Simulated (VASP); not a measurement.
Write the native input for VASP 6.6.1 that does the following.

```yaml
Task: single point
Functional: PBE
Potentials_or_basis: VASP PAW PBE potentials, release 64 (Hg, O)
Cutoff: 600 eV
k_mesh: 5 × 3 × 3
Occupations: gaussian, width 0.15 eV
Spin: no spin polarisation
Dipole_correction: no
Further_INCAR_settings: ALGO = Normal; EDIFF = 1e-06; NBANDS = 22
```

The structure of Hg2O lies in POSCAR:

```
Hg2O
1.0
    3.1643311103      0.0000000000      0.0000000000
    0.0000000000      5.6544106330      0.0000000000
    0.0000000000      0.0000000000      3.0541705673
Hg O
2 1
Direct
    0.0000000000      0.7392466956      0.5000000000
    0.0000000000      0.2607533044      0.5000000000
    0.5000000000      0.0000000000      0.0000000000
```

These files were run (other wordings do the same):

INCAR

```
ALGO = Normal
EDIFF = 1E-6
ENCUT = 600
GGA = PE
GGA_COMPAT = False
ISIF = 2
ISMEAR = 0
LASPH = True
LCHARG = False
LREAL = False
LWAVE = False
NBANDS = 22
NELM = 120
PREC = Accurate
SIGMA = 0.15
```

KPOINTS

```
k-points
0
Gamma
  5 3 3
```

Potentials or basis: VASP PAW PBE potentials, release 64 (Hg, O).

Run with:

```bash
$ cat potpaw_PBE.64/Hg/POTCAR potpaw_PBE.64/O/POTCAR > POTCAR
$ mpirun -np 1 vasp_std > vasp.out
```

It gave:

```
Pressure               : 0.7 GPa
Band gap on the k mesh : zero (band 15 reaches 2.13 eV, above the bottom of band 16 at 1.42 eV)
```

Caveat: the k points lie up to 0.69 Å⁻¹ apart; spin-orbit coupling is left out, which moves the levels of the heavy elements.

It took 8.7 s on 1 thread of Intel(R) Xeon(R) 6975P-C (Granite Rapids), on a shared host, peak memory 0.18 GiB.
